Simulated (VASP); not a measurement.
Crystal: Al2Au.

```
Au Al
1.0
     0.00000    2.97987    2.97987
     2.97987    0.00000    2.97987
     2.97987    2.97987    0.00000
Au Al
1 2
Cartesian
  0.0000 0.0000 0.0000
  4.4698 4.4698 4.4698
  1.4899 1.4899 1.4899
```

Base run:

```yaml
Program: VASP 6.6.1
Functional: r2SCAN
Potentials_or_basis: VASP PAW PBE potentials, release 64 (Au, Al)
Cutoff: 520 eV
k_mesh: 8 × 8 × 8
Occupations: fermi-dirac, width 0.05 eV
Spin: no spin polarisation
```

Its results: pressure 2.7 GPa.

**Question.** After a change of settings the same cell gave: pressure 5.6 GPa. Which change was it?
A. functional from r2SCAN to PBE
B. further incar settings from ALGO = Normal; EDIFF = 1e-06; NBANDS = 16 to ALGO = Normal; EDIFF = 1e-07; NBANDS = 16
C. functional from r2SCAN to LDA; potentials or basis from VASP PAW PBE potentials, release 64 (Au, Al) to VASP PAW LDA potentials, release 64 (Au, Al)
D. functional from r2SCAN to PBEsol; further incar settings from ALGO = Normal; EDIFF = 1e-06; NBANDS = 16 to ALGO = Fast; EDIFF = 1e-07; NBANDS = 16

**Answer.** A.

Caveats: the PAW data sets were made with another functional, which shifts forces and pressure a little (some runs).
